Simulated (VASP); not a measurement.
Wanted: the native input for a VASP 6.6.1 run.

| Item | Value |
| --- | --- |
| Task | single point |
| Functional | PBE |
| Potentials or basis | VASP PAW PBE potentials, release 64 (Ag, P) |
| Cutoff | 520 eV |
| k mesh | 4 × 4 × 3 |
| Occupations | fermi-dirac, width 0.1 eV |
| Spin | no spin polarisation |
| Dipole correction | no |
| Further INCAR settings | ALGO = Normal; EDIFF = 1e-07; NBANDS = 42 |

The structure of AgP4 lies in POSCAR:

```
AgP4
1.0
    5.4132190000     -0.0000002385      0.0000000000
    2.7066092500     -5.6745571192      0.0000000000
    2.0902180000     -0.0000000921     -5.5491760000
Ag P
2 8
Direct
    0.0814397304      0.8371205392      0.7500000000
    0.9185602696      0.1628794608      0.2500000000
    0.3754146021      0.8312768360      0.3061101307
    0.7933085619      0.8312768360      0.1938898693
    0.6245853979      0.1687231640      0.6938898693
    0.2066914381      0.1687231640      0.8061101307
    0.5270458595      0.5169190818      0.8069818528
    0.9560350588      0.5169190818      0.6930181472
    0.4729541405      0.4830809182      0.1930181472
    0.0439649412      0.4830809182      0.3069818528
```

The input as run:

INCAR

```
SYSTEM = AgP4
PREC = Accurate
ENCUT = 520
EDIFF = 1E-7
ISMEAR = -1
SIGMA = 0.1
LREAL = .FALSE.
LASPH = .TRUE.
NELM = 80
ALGO = Normal
ISIF = 2
LWAVE = .FALSE.
LCHARG = .FALSE.
GGA = PE
NBANDS = 42
```

KPOINTS

```
Automatic mesh
0
G
  4 4 3
  0 0 0
```

Potentials or basis: VASP PAW PBE potentials, release 64 (Ag, P).

Command:

```bash
$ cat potpaw_PBE.64/Ag/POTCAR potpaw_PBE.64/P/POTCAR > POTCAR
$ mpirun -np 1 vasp_std > vasp.out
```

It gave:

```
Pressure               : 11.1 GPa
Largest force          : 0.059 eV/Å
Band gap on the k mesh : zero (bands 31 and 32 overlap by 1.82 eV)
```

Caveat: the k points lie up to 0.38 Å⁻¹ apart, too coarse for converged energies and pressures of a metal.

It took 2.3 min on 1 thread of Intel(R) Xeon(R) Platinum 8375C CPU @ 2.90GHz (Ice Lake), with other jobs on the host, peak memory 0.33 GiB.
